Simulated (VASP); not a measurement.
# BiMo (P6_3/mmc) in VASP: a series of runs, part 2 of 3

VASP 6.6.1. The steps go on from the part before.

## 3. Single point, PBEsol

Contents of INCAR:

```
PREC = Accurate
ENCUT = 520
EDIFF = 1E-6
ISMEAR = 0
SIGMA = 0.05
LREAL = False
LASPH = True
NELM = 100
ALGO = Fast
ISIF = 2
LWAVE = False
LCHARG = True
GGA = PS
LELF = True
LVHAR = True
NBANDS = 37
```

Contents of KPOINTS:

```
regular mesh
0
Gamma
  10 10 6
```

Contents of POSCAR:

```
BiMo
1.0
    4.6006453045      0.0000000000      0.0000000000
   -2.3003226523      3.9842757075      0.0000000000
    0.0000000000      0.0000000000      5.1397870164
Mo Bi
2 2
Direct
    0.0000000000      0.0000000000      0.0000000000
    0.0000000000      0.0000000000      0.5000000000
    0.3333333333      0.6666666667      0.2500000000
    0.6666666667      0.3333333333      0.7500000000
```

Potentials or basis: VASP PAW PBE potentials, release 64 (Mo_sv, Bi_d).

Launch:

```
> cat potpaw_PBE.64/Mo_sv/POTCAR potpaw_PBE.64/Bi_d/POTCAR > POTCAR
> mpirun -np 1 vasp_std > vasp.out
```

OUTCAR:

```text
PREC = Accurate
   ENCUT = 520
   EDIFF = 1E-6
   ISMEAR = 0
   LREAL = False
   LASPH = True
   NELM = 100
   ISIF = 2
   GGA = PS

 ion  position               nearest neighbor table
   1  0.000  0.000  0.000-   2 2.57   2 2.57   4 2.95   3 2.95   4 2.95   3 2.95   4 2.95   3 2.95

   2  0.000  0.000  0.500-   1 2.57   1 2.57   4 2.95   3 2.95   4 2.95   3 2.95   4 2.95   3 2.95

   3  0.333  0.667  0.250-   1 2.95   2 2.95   1 2.95   2 2.95   1 2.95   2 2.95   4 3.70   4 3.70
                             4 3.70   4 3.70   4 3.70   4 3.70
   4  0.667  0.333  0.750-   1 2.95   2 2.95   1 2.95   2 2.95   1 2.95   2 2.95   3 3.70   3 3.70
                             3 3.70   3 3.70   3 3.70   3 3.70

  LATTYP: Found a hexagonal cell.
 ALAT       =     4.6006453045
 C/A-ratio  =     1.1171882804

  Lattice vectors:

 A1 = (   4.6006453045,   0.0000000000,   0.0000000000)
 A2 = (  -2.3003226523,   3.9842757075,   0.0000000000)
 A3 = (   0.0000000000,   0.0000000000,   5.1397870164)

Analysis of symmetry for initial positions (statically):
=====================================================================
 Subroutine PRICEL returns:
 Original cell was already a primitive cell.

 Routine SETGRP: Setting up the symmetry group for a
 hexagonal supercell.

 Subroutine GETGRP returns: Found 24 space group operations
 (whereof 12 operations were pure point group operations)
 out of a pool of 24 trial point group operations.

The static configuration has the point symmetry D_3d.
 The point group associated with its full space group is D_6h.

Analysis of symmetry for dynamics (positions and initial velocities):
=====================================================================
 Subroutine PRICEL returns:
 Original cell was already a primitive cell.

 Routine SETGRP: Setting up the symmetry group for a
 hexagonal supercell.
[... 122 lines left out ...]
   NUPDOWN=      -1.0000    fix difference up-down
   EMIN   =  10.00;   EMAX   =-10.00  energy-range for DOS
   EFERMI =   0.00;   METHOD = LEGACY
   ISMEAR =     0;   SIGMA  =   0.05  broadening in eV -4-tet -1-fermi 0-gaus
   EFERMI_NEDOS =   21; number of points for ismear=-14 and -15
   IALGO  =     68    algorithm
   IMIX   =      4    mixing-type and parameters
     AMIX     =   0.40;   BMIX     =  1.00
     AMIX_MAG =   1.60;   BMIX_MAG =  1.00
  volume/ion in A,a.u.               =      23.55       158.95
  Fermi-wavevector in a.u.,A,eV,Ry     =   1.392664  2.631754 26.388684  1.939514
  Thomas-Fermi vector in A             =   2.516385
   LORBIT       =      0    0 simple, 1 ext, 2 COOP (PROOUT), +10 PAW based schemes
   GGA     = PS    functional components
   LHFCALC =     F    Hartree Fock is set to
   AEXX    =    0.0000 exact exchange contribution
   IVDW    =     0    specifies the selected vdW correction
   LEPSILON=     F    determine dielectric tensor
   LRPA    =     F    only Hartree local field effects (RPA)
 non-spin polarized calculation
 RMM-DIIS sequential band-by-band and
 Gauss-broadening in eV      SIGMA  =   0.05
  energy-cutoff  :      520.00
  volume of cell :       94.21
 maximum number of plane-waves:      2581
 NGX is ok and might be reduce to    36
   NGX = 17   NGY = 17   NGZ = 19

 number of electron      57.9999980 magnetization

 Free energy of the ion-electron system (eV)
  ---------------------------------------------------
  ext. energy  EPLUGINS =         0.00000000
  ---------------------------------------------------
  free energy    TOTEN  =       -29.62251745 eV

  energy without entropy =      -29.62067874  energy(sigma->0) =      -29.62159809

 E-fermi :   8.7067     XC(G=0): -11.3913

 val. band max:        8.6904550844   @ k =   0.2000   0.0000   0.1667
 cond. band min:       8.7189753143   @ k =   0.3000   0.3000   0.0000
 fundamental gap:      0.0285202298
 Fermi energy:         8.7066641523

 k-point     1 :       0.0000    0.0000    0.0000
  band No.  band energies     occupation
      1     -51.8881      2.00000
      2     -51.6692      2.00000
      3     -26.7297      2.00000
      4     -26.0267      2.00000
      5     -26.0267      2.00000
      6     -25.8278      2.00000
[... 949 lines left out ...]
     36      13.5769      0.00000
     37      14.6652      0.00000

 [... further k-points ...]
[... 5 lines left out ...]
  --------------------------------------------------------------------------------------
  -------------------------------------------------------------------------------------
  Total       -2.5207495     -2.5207495     -2.7821683      0.0000000      0.0000000     -0.0000000
  in kB      -42.8673868    -42.8673868    -47.3130259      0.0000000      0.0000000     -0.0000000
  external PRESSURE =     -44.3492665 kB  Pullay stress =       0.0000000 kB

 VOLUME and BASIS-vectors are now :
 -----------------------------------------------------------------------------
  energy-cutoff  :      520.00
  volume of cell :       94.21
      direct lattice vectors                 reciprocal lattice vectors
     4.600645305  0.000000000  0.000000000     0.217360812  0.125493323  0.000000000
    -2.300322652  3.984275708  0.000000000     0.000000000  0.250986647  0.000000000
     0.000000000  0.000000000  5.139787016     0.000000000  0.000000000  0.194560591

 POSITION                                       TOTAL-FORCE (eV/Angst)
 -----------------------------------------------------------------------------------
      0.00000      0.00000      0.00000         0.000000      0.000000      0.000000
      0.00000      0.00000      2.56989         0.000000      0.000000      0.000000
     -0.00000      2.65618      1.28495         0.000000     -0.000000      0.000000
      2.30032      1.32809      3.85484        -0.000000      0.000000     -0.000000
 -----------------------------------------------------------------------------------
    total drift:                               -0.000000      0.000000     -0.000000

  FREE ENERGIE OF THE ION-ELECTRON SYSTEM (eV)
  ---------------------------------------------------
  free  energy   TOTEN  =       -29.6225174452 eV

  energy  without entropy=      -29.6206787435  energy(sigma->0) =      -29.62159809
```

It took 9 min on 1 thread of Oxide Virtual Turin-like, shared host; peak memory 0.29 GiB.

Results:

```yaml
Free_energy: -29.6225 eV
Pressure: -4.4 GPa
Band_gap_on_the_k_mesh: zero (bands 29 and 30 overlap by 1.47 eV)
```

Caveat: the cell stands under tension; the PAW data sets were made with another functional, which shifts forces and pressure a little; spin-orbit coupling is left out, which moves the levels of the heavy elements.

## 4. Single point, LDA

Contents of INCAR:

```
SYSTEM = BiMo
PREC = Accurate
ENCUT = 520
EDIFF = 1E-6
ISMEAR = 0
SIGMA = 0.05
LREAL = .FALSE.
LASPH = .TRUE.
NELM = 80
ALGO = Fast
ISIF = 2
LWAVE = .FALSE.
LCHARG = .FALSE.
GGA = CA
NBANDS = 37
```

Contents of KPOINTS:

```
regular mesh
0
G
  10 10 6
  0 0 0
```

POSCAR is that of step 3.

Potentials or basis: VASP PAW LDA potentials, release 64 (Mo_sv, Bi_d).

Launch:

```
> cat potpaw_LDA.64/Mo_sv/POTCAR potpaw_LDA.64/Bi_d/POTCAR > POTCAR
> mpirun -np 1 vasp_std > vasp.out
```

OUTCAR:

```text
SYSTEM = BiMo
   PREC = Accurate
   ENCUT = 520
   EDIFF = 1E-6
   ISMEAR = 0
   LREAL = .FALSE.
   LASPH = .TRUE.
   NELM = 80
   ISIF = 2
   GGA = CA

 ion  position               nearest neighbor table
   1  0.000  0.000  0.000-   2 2.57   2 2.57   4 2.95   3 2.95   4 2.95   3 2.95   4 2.95   3 2.95

   2  0.000  0.000  0.500-   1 2.57   1 2.57   4 2.95   3 2.95   4 2.95   3 2.95   4 2.95   3 2.95

   3  0.333  0.667  0.250-   1 2.95   2 2.95   1 2.95   2 2.95   1 2.95   2 2.95   4 3.70   4 3.70
                             4 3.70   4 3.70   4 3.70   4 3.70
   4  0.667  0.333  0.750-   1 2.95   2 2.95   1 2.95   2 2.95   1 2.95   2 2.95   3 3.70   3 3.70
                             3 3.70   3 3.70   3 3.70   3 3.70

  LATTYP: Found a hexagonal cell.
 ALAT       =     4.6006453045
 C/A-ratio  =     1.1171882804

  Lattice vectors:

 A1 = (   4.6006453045,   0.0000000000,   0.0000000000)
 A2 = (  -2.3003226523,   3.9842757075,   0.0000000000)
 A3 = (   0.0000000000,   0.0000000000,   5.1397870164)

Analysis of symmetry for initial positions (statically):
=====================================================================
 Subroutine PRICEL returns:
 Original cell was already a primitive cell.

 Routine SETGRP: Setting up the symmetry group for a
 hexagonal supercell.

 Subroutine GETGRP returns: Found 24 space group operations
 (whereof 12 operations were pure point group operations)
 out of a pool of 24 trial point group operations.

The static configuration has the point symmetry D_3d.
 The point group associated with its full space group is D_6h.

Analysis of symmetry for dynamics (positions and initial velocities):
=====================================================================
 Subroutine PRICEL returns:
 Original cell was already a primitive cell.

 Routine SETGRP: Setting up the symmetry group for a
 hexagonal supercell.

 Subroutine GETGRP returns: Found 24 space group operations
 (whereof 12 operations were pure point group operations)
 out of a pool of 24 trial point group operations.

The dynamic configuration has the point symmetry D_3d.
 The point group associated with its full space group is D_6h.

 Subroutine INISYM returns: Found 24 space group operations
 (whereof 12 operations are pure point group operations),
 and found     1 'primitive' translations

----------------------------------------------------------------------------------------

                                     Primitive cell

  volume of cell :      94.2135

  direct lattice vectors                    reciprocal lattice vectors
     4.600645305  0.000000000  0.000000000     0.217360812  0.125493323  0.000000000
    -2.300322652  3.984275708  0.000000000     0.000000000  0.250986647  0.000000000
     0.000000000  0.000000000  5.139787016     0.000000000  0.000000000  0.194560591

  length of vectors
     4.600645305  4.600645305  5.139787016     0.250986647  0.250986647  0.194560591

  position of ions in fractional coordinates (direct lattice)
     0.000000000  0.000000000  0.000000000
     0.000000000  0.000000000  0.500000000
     0.333333333  0.666666667  0.250000000
     0.666666667  0.333333333  0.750000000

[... 21 lines left out ...]

  Length of vectors
     0.025098665  0.025098665  0.032426765

  Shift w.r.t. Gamma in fractional coordinates (k-lattice)
     0.000000000  0.000000000  0.000000000

 Subroutine IBZKPT returns following result:
 ===========================================

 Found     56 irreducible k-points:

 Following reciprocal coordinates:
            Coordinates               Weight
  0.000000  0.000000  0.000000      1.000000
  0.100000  0.000000  0.000000      6.000000
  0.200000  0.000000  0.000000      6.000000
  0.300000  0.000000  0.000000      6.000000
  0.400000 -0.000000  0.000000      6.000000
  0.500000 -0.000000  0.000000      3.000000
[... 16 lines left out ...]
  0.300000  0.100000  0.166667     24.000000
  0.400000  0.100000  0.166667     24.000000
 [... further k-points ...]
   k-points           NKPTS =     56   k-points in BZ     NKDIM =     56   number of bands    NBANDS=     37
   number of dos      NEDOS =    301   number of ions     NIONS =      4
   total plane-waves  NPLWV =  51840
   dimension x,y,z NGX =    36 NGY =   36 NGZ =   40
   dimension x,y,z NGXF=    72 NGYF=   72 NGZF=   80
   ions per type =               2   2
   NGX,Y,Z   is equivalent  to a cutoff of  13.01, 13.01, 12.94 a.u.
   NGXF,Y,Z  is equivalent  to a cutoff of  26.02, 26.02, 25.88 a.u.
 SYSTEM =  BiMo
   PREC   = accura    normal or accurate (medium, high low for compatibility)
   ISTART =      0    job   : 0-new  1-cont  2-samecut
   ICHARG =      2    charge: 1-file 2-atom 10-const
   ISPIN  =      1    spin polarized calculation?
   LNONCOLLINEAR =      F non collinear calculations
   LSORBIT =      F    spin-orbit coupling
   LASPH  =      T    aspherical Exc in radial PAW
   ENCUT  =  520.0 eV  38.22 Ry    6.18 a.u.   8.55  8.55  9.56*2*pi/ulx,y,z
   NELM   =     80;   NELMIN=  2; NELMDL= -5     # of ELM steps
   EDIFF  = 0.1E-05   stopping-criterion for ELM
   LREAL  =      F    real-space projection
   EDIFFG = 0.1E-04   stopping-criterion for IOM
   NSW    =      0    number of steps for IOM
   IBRION =     -1    ionic relax: 0-MD 1-quasi-New 2-CG
   NFREE  =      0    steps in history (QN), initial steepest desc. (CG)
   ISIF   =      2    stress and relaxation
   ISYM   =      2    0-nonsym 1-usesym 2-fastsym
   POTIM  = 0.5000    time-step for ionic-motion
   TEBEG  =    0.0;   TEEND  =   0.0 temperature during run
   PSTRESS=    0.0 pullay stress
   NELECT =      58.0000    total number of electrons
   NUPDOWN=      -1.0000    fix difference up-down
   EMIN   =  10.00;   EMAX   =-10.00  energy-range for DOS
   EFERMI =   0.00;   METHOD = LEGACY
   ISMEAR =     0;   SIGMA  =   0.05  broadening in eV -4-tet -1-fermi 0-gaus
   EFERMI_NEDOS =   21; number of points for ismear=-14 and -15
   IALGO  =     68    algorithm
   IMIX   =      4    mixing-type and parameters
     AMIX     =   0.40;   BMIX     =  1.00
     AMIX_MAG =   1.60;   BMIX_MAG =  1.00
  volume/ion in A,a.u.               =      23.55       158.95
  Fermi-wavevector in a.u.,A,eV,Ry     =   1.392664  2.631754 26.388684  1.939514
  Thomas-Fermi vector in A             =   2.516385
   LORBIT       =      0    0 simple, 1 ext, 2 COOP (PROOUT), +10 PAW based schemes
   GGA     = CA    functional components
   LHFCALC =     F    Hartree Fock is set to
   AEXX    =    0.0000 exact exchange contribution
   IVDW    =     0    specifies the selected vdW correction
   LEPSILON=     F    determine dielectric tensor
   LRPA    =     F    only Hartree local field effects (RPA)
 non-spin polarized calculation
 RMM-DIIS sequential band-by-band and
 Gauss-broadening in eV      SIGMA  =   0.05
  energy-cutoff  :      520.00
  volume of cell :       94.21
 maximum number of plane-waves:      2581
 NGX is ok and might be reduce to    36
   NGX = 17   NGY = 17   NGZ = 19

 number of electron      57.9999979 magnetization

 Free energy of the ion-electron system (eV)
  ---------------------------------------------------
  ext. energy  EPLUGINS =         0.00000000
  ---------------------------------------------------
  free energy    TOTEN  =       -30.88856638 eV

  energy without entropy =      -30.88671601  energy(sigma->0) =      -30.88764119

 E-fermi :   8.6670     XC(G=0): -11.4757

 val. band max:        8.6491722844   @ k =   0.2000   0.0000   0.1667
 cond. band min:       8.6835015447   @ k =   0.3000   0.3000   0.0000
 fundamental gap:      0.0343292603
 Fermi energy:         8.6669739494

 k-point     1 :       0.0000    0.0000    0.0000
  band No.  band energies     occupation
      1     -51.6763      2.00000
      2     -51.4541      2.00000
      3     -26.6868      2.00000
      4     -25.9662      2.00000
      5     -25.9662      2.00000
      6     -25.7655      2.00000
[... 949 lines left out ...]
     36      13.5273      0.00000
     37      14.6423      0.00000

 [... further k-points ...]
[... 5 lines left out ...]
  --------------------------------------------------------------------------------------
  -------------------------------------------------------------------------------------
  Total       -3.7380590     -3.7380590     -4.1716705      0.0000000      0.0000000      0.0000000
  in kB      -63.5687208    -63.5687208    -70.9426362      0.0000000      0.0000000      0.0000000
  external PRESSURE =     -66.0266926 kB  Pullay stress =       0.0000000 kB

 VOLUME and BASIS-vectors are now :
 -----------------------------------------------------------------------------
  energy-cutoff  :      520.00
  volume of cell :       94.21
      direct lattice vectors                 reciprocal lattice vectors
     4.600645305  0.000000000  0.000000000     0.217360812  0.125493323  0.000000000
    -2.300322652  3.984275708  0.000000000     0.000000000  0.250986647  0.000000000
     0.000000000  0.000000000  5.139787016     0.000000000  0.000000000  0.194560591

 POSITION                                       TOTAL-FORCE (eV/Angst)
 -----------------------------------------------------------------------------------
      0.00000      0.00000      0.00000         0.000000      0.000000     -0.000000
      0.00000      0.00000      2.56989         0.000000      0.000000     -0.000000
     -0.00000      2.65618      1.28495         0.000000     -0.000000      0.000000
      2.30032      1.32809      3.85484        -0.000000      0.000000      0.000000
 -----------------------------------------------------------------------------------
    total drift:                               -0.000000      0.000000     -0.000000

  FREE ENERGIE OF THE ION-ELECTRON SYSTEM (eV)
  ---------------------------------------------------
  free  energy   TOTEN  =       -30.8885663790 eV

  energy  without entropy=      -30.8867160063  energy(sigma->0) =      -30.88764119
```

stdout:

```text
POSCAR found type information on POSCAR MoBi
 POSCAR found :  2 types and       4 ions
 scaLAPACK will be used
 LDA part: xc-table for (Slater(with rela. corr.)+CA(PZ))
 , standard interpolation
 POSCAR, INCAR and KPOINTS ok, starting setup
 FFT: planning ... GRIDC
 FFT: planning ... GRID_SOFT
 FFT: planning ... GRID
 WAVECAR not read
 entering main loop
```

Wall time 7.9 min (1 thread of Oxide Virtual Turin-like, shared host); peak memory 0.26 GiB.

What came out:

```
Free energy            : -30.8886 eV
Pressure               : -6.6 GPa
Band gap on the k mesh : zero (bands 29 and 30 overlap by 1.47 eV)
```

Caveat: the cell stands under tension; spin-orbit coupling is left out, which moves the levels of the heavy elements.

(Continued in part 3 of 3.)

The gap in the log of VASP goes by the Fermi energy; the results here count the filled bands.